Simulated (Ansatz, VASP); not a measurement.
# C in VASP and in Ansatz

Contents of INCAR:

```
ALGO = Normal ; EDIFF = 1E-7
EDIFFG = -0.01 ; ENCUT = 600
GGA = CA ; IBRION = 2
ISIF = 3 ; ISMEAR = -1
LASPH = T ; LCHARG = F
LREAL = F ; LWAVE = F
NELM = 100 ; NSW = 80
PREC = Accurate ; SIGMA = 0.1
```

The input KPOINTS:

```
k-points
0
Gamma
  11 11 15
```

Contents of POSCAR:

```
C
1.0
    3.3438265309      0.0000000000      0.0000000000
   -1.6719132655      2.8958387216      0.0000000000
    0.0000000000      0.0000000000      2.0497656634
C
3
Direct
    0.0000000000      0.0000000000      0.0000000000
    0.3333333333      0.6666666667      0.5000000000
    0.6666666667      0.3333333333      0.5000000000
```

Input for Ansatz:

```yaml
crystal:
  lattice:
    - [3.3438265309, 0.0, 0.0]
    - [-1.6719132655, 2.8958387216, 0.0]
    - [0.0, 0.0, 2.0497656634]
  atoms:
    - { symbol: C, position: [0.0, 0.0, 0.0] }
    - { symbol: C, position: [0.3333333333, 0.6666666667, 0.5] }
    - { symbol: C, position: [0.6666666667, 0.3333333333, 0.5] }
hamiltonian:
  xc: lda
  pseudopotentials:
    kind: paw
    azcp:
      C: "pseudopotentials/C.paw.azcp"
basis:
  ecutwfc: 420
  fft_grid_basis: typed
kpoints:
  mp_grid: { grid: [11, 11, 15], shift: [0, 0, 0] }
magnetization:
  spin_polarized: false
scf:
  occupations: { method: fermi_dirac, width: 0.1 }
relax:
  max_steps: 60
  f_tol: 0.01
  cell: {}
```

Alike in both runs: task relaxation of cell and atoms; functional LDA; k mesh 11 × 11 × 15; occupations fermi-dirac, width 0.1 eV; no spin polarisation.

```csv
,VASP,Ansatz
version,VASP 6.6.1,Ansatz 0.2.0
potentials or method,"VASP PAW LDA potentials, release 64 (C), cutoff 600 eV","plane waves (420 eV) with PAW, scalar-relativistic"
valence electrons in the cell,12,12
```

```tsv
	VASP	Ansatz	Ansatz less VASP
relaxed volume (Å³/atom)	8.75	11.95	+3.201
relaxed cell length with the largest relative difference (Å)	4.875	5.695	+0.8205
```

Ansatz warns that its potentials were made for another functional, while VASP's fit it. LDA's correlation is that of Perdew and Zunger in VASP and of Perdew and Wang (1992) in Ansatz. One of these differences is far larger than is usual between the two programs; its cause wasn't traced.

Noted on VASP's run: the volume moved by over 15 % at a fixed basis, so the end points are rough.
